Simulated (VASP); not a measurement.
GaN: single point with LDA

Crystal: GaN.

```
CELL_PARAMETERS angstrom
-3.15158 0.00000 0.00000
0.00000 0.00000 -5.13825
0.00000 -5.45869 0.00000
ATOMIC_POSITIONS crystal
Ga 0.50000 0.00635 0.17645
Ga 0.00000 0.99861 0.65688
Ga 0.00000 0.49861 0.34312
Ga 0.50000 0.50635 0.82355
N 0.50000 0.61365 0.16807
N 0.00000 0.61724 0.66524
N 0.00000 0.11724 0.33476
N 0.50000 0.11365 0.83193
```

This cell differs from its parent crystal: atoms displaced along a vibrational mode.

```yaml
Program: VASP 6.6.1
Task: single point
Functional: LDA
Potentials_or_basis: VASP PAW LDA potentials, release 64 (Ga_d, N)
Cutoff: 520 eV
k_mesh: 8 × 6 × 6
Occupations: gaussian, width 0.05 eV
Spin: no spin polarisation
```

```
Pressure               : 2.1 GPa
Largest force          : 1.785 eV/Å
Band gap on the k mesh : 2.08 eV
```

Forces in eV/Å, atoms in the order of the input:
```
Ga   0.000  1.446  1.046
Ga   0.000 -1.565  0.201
Ga   0.000  1.565  0.201
Ga   0.000 -1.446  1.046
N    0.000  0.005 -0.568
N    0.000 -0.163 -0.679
N    0.000  0.163 -0.679
N    0.000 -0.005 -0.568
```

Stress tensor (GPa, compression positive):
```
 4.10  0.00  0.00
 0.00  4.22  0.00
 0.00  0.00 -2.04
```

Levels at points of the mesh, in eV from the valence-band top:
| k point | band 32 | band 33 | band 34 | band 35 | band 36 | band 37 | band 38 | band 39 | band 40 | band 41 |
| --- | --- | --- | --- | --- | --- | --- | --- | --- | --- | --- |
| (0.00, 0.00, 0.00) | -1.14 | -0.86 | -0.11 | -0.08 | 0.00 | 2.08 | 4.21 | 4.91 | 5.62 | 5.97 |
| (0.50, 0.00, 0.00) | -4.00 | -2.45 | -2.36 | -2.15 | -1.70 | 5.45 | 6.07 | 6.59 | 6.84 | 7.62 |
| (0.00, 0.50, 0.00) | -1.92 | -0.63 | -0.63 | -0.57 | -0.57 | 4.22 | 4.22 | 4.49 | 4.49 | 7.60 |
| (0.50, 0.50, 0.00) | -3.64 | -1.92 | -1.92 | -1.47 | -1.47 | 5.61 | 5.61 | 5.98 | 5.98 | 7.92 |
| (0.00, 0.00, 0.50) | -2.10 | -0.75 | -0.75 | -0.59 | -0.51 | 4.18 | 4.49 | 5.82 | 5.94 | 7.21 |
| (0.50, 0.00, 0.50) | -2.85 | -2.35 | -2.10 | -1.35 | -1.15 | 4.61 | 5.18 | 5.43 | 5.75 | 5.75 |
| (0.00, 0.50, 0.50) | -2.02 | -1.85 | -1.85 | -1.13 | -1.13 | 5.04 | 5.04 | 5.47 | 5.47 | 7.47 |
| (0.50, 0.50, 0.50) | -2.09 | -2.08 | -2.08 | -1.68 | -1.68 | 4.10 | 4.10 | 4.62 | 4.62 | 7.44 |

Wall time 5.4 min on 1 thread of Intel(R) Xeon(R) Platinum 8259CL CPU @ 2.50GHz (Skylake/Cascade Lake), with other jobs on the host, peak memory 0.33 GiB.

Caveat: the cell differs from its parent crystal (atoms displaced along a vibrational mode); forces of over 1 eV/Å act on the atoms, so gaps and moduli don't describe the material at rest.
